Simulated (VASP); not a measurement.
# Si3C4 (a cell with a defect) in VASP: further runs

Si3C4 (a cell with a defect) is run at these levels: PBEsol, RPBE, PBEsol+D4; tasks: single point.

Everything below comes from runs of VASP 6.6.1. Logs are shortened: lines on timing, memory, paths and dates and some standing lists are left out, and cuts for length are marked.

### 1 The cell of the first run

The cell holds a defect, 14 atoms: a = 6.162 Å, b = 6.162 Å, c = 6.162 Å, α = 60.00°, β = 60.00°, γ = 60.00°.

### 2 Single point, PBEsol, collinear spin

Input file INCAR:

```
SYSTEM = Si3C4
ALGO = Normal ; EDIFF = 1E-6
ENCUT = 520 ; GGA = PS
GGA_COMPAT = .False. ; ISIF = 2
ISMEAR = -1 ; ISPIN = 2
ISYM = -1 ; LASPH = .True.
LCHARG = .False. ; LORBIT = 11
LREAL = .False. ; LWAVE = .False.
MAGMOM = 0.375 0.375 0.375 0.375 0.375 0.375 0.375 0.375 0 0 0 0 0 0 ; NBANDS = 45
NELECT = 57.0 ; NELM = 200
PREC = Accurate ; SIGMA = 0.05
```

Input file KPOINTS:

```
explicit points
4
Reciprocal
  0.25000000   0.25000000   0.25000000 2
  0.25000000   0.25000000   0.75000000 2
  0.25000000   0.75000000   0.25000000 2
  0.25000000   0.75000000   0.75000000 2
```

Input file POSCAR:

```
Si3C4
1.0
    0.0000000000      4.3568530000      4.3568530000
    4.3568530000      0.0000000000      4.3568530000
    4.3568530000      4.3568530000      0.0000000000
C Si
8 6
Direct
    0.1302630000      0.1286310000      0.1211150000
    0.6324420000      0.6245750000      0.6233100000
    0.1262190000      0.1226100000      0.6300860000
    0.6175920000      0.6225110000      0.1329360000
    0.1210300000      0.6318040000      0.1215620000
    0.6283910000      0.1242450000      0.6272300000
    0.6261810000      0.1252630000      0.1293730000
    0.1224900000      0.6221390000      0.6249310000
    0.9996980000      0.9963090000      0.4945370000
    0.4931860000      0.4990690000      0.0059220000
    0.0011980000      0.4958720000      0.9961440000
    0.4950660000      0.9979470000      0.4999500000
    0.4959290000      0.0015310000      0.9971520000
    0.0063970000      0.4917200000      0.4999270000
```

Potentials or basis: VASP PAW PBE potentials, release 64 (C, Si).

The run is started by

```bash
$ cat potpaw_PBE.64/C/POTCAR potpaw_PBE.64/Si/POTCAR > POTCAR
$ mpirun -np 1 vasp_std > vasp.out
```

OUTCAR:

```text
SYSTEM = Si3C4
   EDIFF = 1E-6
   ENCUT = 520
   GGA = PS
   ISIF = 2
   ISMEAR = -1
   ISPIN = 2
   ISYM = -1
   LASPH = .True.
   LORBIT = 11
   LREAL = .False.
   NELECT = 57.0
   NELM = 200
   PREC = Accurate

 ion  position               nearest neighbor table
   1  0.130  0.129  0.121-  13 1.84  11 1.85   9 1.88
   2  0.632  0.625  0.623-  12 1.88  14 1.88  10 1.93
   3  0.126  0.123  0.630-  12 1.86  14 1.86   9 1.95
   4  0.618  0.623  0.133-  10 1.89  13 1.91  11 1.93
   5  0.121  0.632  0.122-  10 1.87  14 1.91  11 1.92
   6  0.628  0.124  0.627-  13 1.86   9 1.87  12 1.95
   7  0.626  0.125  0.129-  12 1.87  10 1.88  13 1.94
   8  0.122  0.622  0.625-  11 1.87  14 1.87   9 1.88
   9  1.000  0.996  0.495-   6 1.87   1 1.88   8 1.88   3 1.95  13 3.06  14 3.07  12 3.07  11 3.07
                            11 3.09  12 3.09  14 3.09  13 3.10
  10  0.493  0.499  0.006-   5 1.87   7 1.88   4 1.89   2 1.93  14 3.02  12 3.07  11 3.07  13 3.08
                            13 3.08  11 3.09  12 3.10  14 3.14
  11  0.001  0.496  0.996-   1 1.85   8 1.87   5 1.92   4 1.93  13 3.05  14 3.05  10 3.07   9 3.07
                             9 3.09  10 3.09  14 3.11  13 3.11
  12  0.495  0.998  0.500-   3 1.86   7 1.87   2 1.88   6 1.95  14 3.03  10 3.07   9 3.07  13 3.08
                            13 3.08   9 3.09  10 3.10  14 3.13
  13  0.496  0.002  0.997-   1 1.84   6 1.86   4 1.91   7 1.94  11 3.05   9 3.06  12 3.08  10 3.08
                            12 3.08  10 3.08   9 3.10  11 3.11
  14  0.006  0.492  0.500-   3 1.86   8 1.87   2 1.88   5 1.91  10 3.02  12 3.03  11 3.05   9 3.07
                             9 3.09  11 3.11  12 3.13  10 3.14

IMPORTANT INFORMATION: All symmetrisations will be switched off!
NOSYMM: (Re-)initialisation of all symmetry stuff for point group C_1.

----------------------------------------------------------------------------------------

                                     Primitive cell

  volume of cell :     165.4050

  direct lattice vectors                    reciprocal lattice vectors
     0.000000000  4.356853000  4.356853000    -0.114761733  0.114761733  0.114761733
     4.356853000  0.000000000  4.356853000     0.114761733 -0.114761733  0.114761733
     4.356853000  4.356853000  0.000000000     0.114761733  0.114761733 -0.114761733

  length of vectors
     6.161520602  6.161520602  6.161520602     0.198773152  0.198773152  0.198773152

  position of ions in fractional coordinates (direct lattice)
     0.130263000  0.128631000  0.121115000
     0.632442000  0.624575000  0.623310000
     0.126219000  0.122610000  0.630086000
     0.617592000  0.622511000  0.132936000
     0.121030000  0.631804000  0.121562000
     0.628391000  0.124245000  0.627230000
     0.626181000  0.125263000  0.129373000
     0.122490000  0.622139000  0.624931000
     0.999698000  0.996309000  0.494537000
     0.493186000  0.499069000  0.005922000
     0.001198000  0.495872000  0.996144000
     0.495066000  0.997947000  0.499950000
     0.495929000  0.001531000  0.997152000
     0.006397000  0.491720000  0.499927000

  ion indices of the primitive-cell ions
   primitive index   ion index
                 1           1
                 2           2
                 3           3
                 4           4
                 5           5
                 6           6
                 7           7
                 8           8
                 9           9
                10          10
                11          11
                12          12
                13          13
                14          14

----------------------------------------------------------------------------------------

 KPOINTS: explicit points

Read explicit list of k-points.

 Found      4 k-points:

 Following reciprocal coordinates:
            Coordinates               Weight
  0.250000  0.250000  0.250000      0.250000
  0.250000  0.250000  0.750000      0.250000
  0.250000  0.750000  0.250000      0.250000
  0.250000  0.750000  0.750000      0.250000
   k-points           NKPTS =      4   k-points in BZ     NKDIM =      4   number of bands    NBANDS=     45
   number of dos      NEDOS =    301   number of ions     NIONS =     14
   total plane-waves  NPLWV = 110592
   dimension x,y,z NGX =    48 NGY =   48 NGZ =   48
[... 18 lines left out ...]
   IBRION =     -1    ionic relax: 0-MD 1-quasi-New 2-CG
   NFREE  =      0    steps in history (QN), initial steepest desc. (CG)
   ISIF   =      2    stress and relaxation
   ISYM   =     -1    0-nonsym 1-usesym 2-fastsym
   POTIM  = 0.5000    time-step for ionic-motion
   TEBEG  =    0.0;   TEEND  =   0.0 temperature during run
   PSTRESS=    0.0 pullay stress
   NELECT =      57.0000    total number of electrons
   NUPDOWN=      -1.0000    fix difference up-down
   EMIN   =  10.00;   EMAX   =-10.00  energy-range for DOS
   EFERMI =   0.00;   METHOD = LEGACY
   ISMEAR =    -1;   SIGMA  =   0.05  broadening in eV -4-tet -1-fermi 0-gaus
   EFERMI_NEDOS =   21; number of points for ismear=-14 and -15
   IALGO  =     38    algorithm
   IMIX   =      4    mixing-type and parameters
     AMIX     =   0.40;   BMIX     =  1.00
     AMIX_MAG =   1.60;   BMIX_MAG =  1.00
  volume/ion in A,a.u.               =      11.81        79.73
  Fermi-wavevector in a.u.,A,eV,Ry     =   1.147758  2.168948 17.923604  1.317348
  Thomas-Fermi vector in A             =   2.284436
   LORBIT       =     11    0 simple, 1 ext, 2 COOP (PROOUT), +10 PAW based schemes
   GGA     = PS    functional components
   LHFCALC =     F    Hartree Fock is set to
   AEXX    =    0.0000 exact exchange contribution
   IVDW    =     0    specifies the selected vdW correction
   LEPSILON=     F    determine dielectric tensor
   LRPA    =     F    only Hartree local field effects (RPA)
 spin polarized calculation
  energy-cutoff  :      520.00
  volume of cell :      165.41
 maximum number of plane-waves:      4462
 NGX is ok and might be reduce to    48
   NGX = 23   NGY = 23   NGZ = 23

 number of electron      56.9999999 magnetization       1.9929983

 Free energy of the ion-electron system (eV)
  ---------------------------------------------------
  ext. energy  EPLUGINS =         0.00000000
  ---------------------------------------------------
  free energy    TOTEN  =       -94.21383037 eV

  energy without entropy =      -94.17158260  energy(sigma->0) =      -94.19270648

 E-fermi :   6.1074     XC(G=0): -10.8429

 val. band max:        6.0469688814   @ k =   0.2500   0.7500   0.7500
 cond. band min:       6.1694149282   @ k =   0.2500   0.2500   0.7500
 fundamental gap:      0.1224460467
 Fermi energy:         6.1074499142

 spin component 1

 k-point     1 :       0.2500    0.2500    0.2500
  band No.  band energies     occupation
      1      -8.8315      1.00000
      2      -6.8833      1.00000
      3      -5.8289      1.00000
      4      -5.7817      1.00000
      5      -5.1472      1.00000
      6      -4.8056      1.00000
[... 161 lines left out ...]
     39      12.7188      0.00000
     40      13.0565      0.00000
 Fermi energy:         6.1074499142

 spin component 2

 k-point     1 :       0.2500    0.2500    0.2500
  band No.  band energies     occupation
      1      -8.6603      1.00000
      2      -6.6662      1.00000
      3      -5.7226      1.00000
      4      -5.6742      1.00000
      5      -4.7417      1.00000
      6      -4.6813      1.00000
[... 161 lines left out ...]
     39      12.8863      0.00000
     40      13.1571      0.00000
 [bands above 40 left out]

------------------------ aborting loop because EDIFF is reached ----------------------------------------

  FORCE on cell =-STRESS in cart. coord.  units (eV):
  Direction    XX          YY          ZZ          XY          YZ          ZX
  --------------------------------------------------------------------------------------
  -------------------------------------------------------------------------------------
  Total        3.6472836      3.8160506      3.9719804      0.8038747      2.2786265      1.6680525
  in kB       35.3290042     36.9637475     38.4741434      7.7866422     22.0716610     16.1574042
  external PRESSURE =      36.9222984 kB  Pullay stress =       0.0000000 kB

 VOLUME and BASIS-vectors are now :
 -----------------------------------------------------------------------------
  energy-cutoff  :      520.00
  volume of cell :      165.41
      direct lattice vectors                 reciprocal lattice vectors
     0.000000000  4.356853000  4.356853000    -0.114761733  0.114761733  0.114761733
     4.356853000  0.000000000  4.356853000     0.114761733 -0.114761733  0.114761733
     4.356853000  4.356853000  0.000000000     0.114761733  0.114761733 -0.114761733

 POSITION                                       TOTAL-FORCE (eV/Angst)
 -----------------------------------------------------------------------------------
      1.08811      1.09522      1.12796         1.033911      0.809235      0.232614
      5.43685      5.47113      5.47664         1.253403      1.129254      0.412791
      3.27939      3.29511      1.08411        -1.479913     -1.242261     -0.024236
      3.29137      3.26994      5.40295        -1.065207     -0.833870      1.152618
      3.28230      1.05694      3.27999        -1.105040      0.606151     -1.322319
      3.27407      5.47056      3.27912        -1.320590      0.016860     -1.247102
      1.10941      3.29184      3.27393         0.165069     -1.486928     -1.271644
      5.43330      3.25640      3.24424         0.598625     -0.966659     -0.527059
      6.49540      6.51016      8.69631         0.416637      0.482991      0.746561
      2.20017      2.17454      4.32311        -0.430174     -0.126462      0.879271
      6.50049      4.34527      2.16566         0.946983      0.110358      0.042471
      6.52612      4.33514      6.50484         0.138538      1.163961      0.497724
      4.35112      6.50513      2.16736         0.302590      1.002322      0.359096
      4.32046      2.20598      2.17022         0.545168     -0.664952      0.069215
 -----------------------------------------------------------------------------------
    total drift:                                0.000025      0.000122      0.000148

  FREE ENERGIE OF THE ION-ELECTRON SYSTEM (eV)
  ---------------------------------------------------
  free  energy   TOTEN  =       -94.2138303718 eV

  energy  without entropy=      -94.1715825955  energy(sigma->0) =      -94.19270648

 total charge

# of ion       s       p       d       tot
------------------------------------------
    1        0.871   1.578   0.000   2.449
    2        0.874   1.526   0.000   2.400
    3        0.885   1.506   0.000   2.391
    4        0.885   1.482   0.000   2.367
    5        0.885   1.492   0.000   2.376
    6        0.885   1.502   0.000   2.387
    7        0.886   1.494   0.000   2.380
    8        0.884   1.523   0.000   2.407
    9        0.716   0.978   0.000   1.694
   10        0.719   0.988   0.000   1.707
   11        0.718   0.985   0.000   1.703
   12        0.719   0.993   0.000   1.712
   13        0.719   0.990   0.000   1.709
   14        0.719   0.999   0.000   1.718
--------------------------------------------------
tot         11.364  18.035   0.000  29.399

 magnetization (x)

# of ion       s       p       d       tot
------------------------------------------
    1        0.029   0.303   0.000   0.332
    2        0.027   0.288   0.000   0.316
    3        0.007   0.067   0.000   0.074
    4        0.005   0.052   0.000   0.057
    5        0.007   0.066   0.000   0.073
    6        0.006   0.061   0.000   0.067
    7        0.007   0.069   0.000   0.076
    8        0.005   0.052   0.000   0.057
    9       -0.002  -0.004   0.000  -0.006
   10       -0.002  -0.005   0.000  -0.007
   11       -0.002  -0.004   0.000  -0.006
   12       -0.002  -0.005   0.000  -0.007
   13       -0.002  -0.004   0.000  -0.006
   14       -0.002  -0.005   0.000  -0.007
--------------------------------------------------
tot          0.081   0.932   0.000   1.012
```

Wall time 63 s (1 thread of Intel Xeon Platinum 8559C (Emerald Rapids), shared host); peak memory 0.39 GiB.

Results:

* Free energy: -94.2138 eV
* Largest force: 1.963 eV/Å
* Net moment: 1.99 μB per cell
* Site moments: C +0.33, +0.32, +0.07, +0.06, +0.08 (each value once); Si -0.01 μB
* Valence electrons inside the program's atomic spheres: C 2.45, 2.40, 2.39, 2.37, 2.38, 2.41 (each value once); Si 1.69, 1.71, 1.70, 1.72 (each value once)

Forces on the atoms (eV/Å):
```
C    1.034  0.809  0.233
C    1.253  1.129  0.413
C   -1.480 -1.242 -0.024
C   -1.065 -0.834  1.153
C   -1.105  0.606 -1.322
C   -1.321  0.017 -1.247
C    0.165 -1.487 -1.272
C    0.599 -0.967 -0.527
Si   0.417  0.483  0.747
Si  -0.430 -0.126  0.879
Si   0.947  0.110  0.042
Si   0.139  1.164  0.498
Si   0.303  1.002  0.359
Si   0.545 -0.665  0.069
```

Caveat: the cell carries a net charge on a neutralising background, which shifts energy and pressure; the cell is charged against a uniform background, so pressure and absolute levels hang on convention; the PAW data sets were made with another functional, which shifts forces and pressure a little.

[end of part 1 of 2]
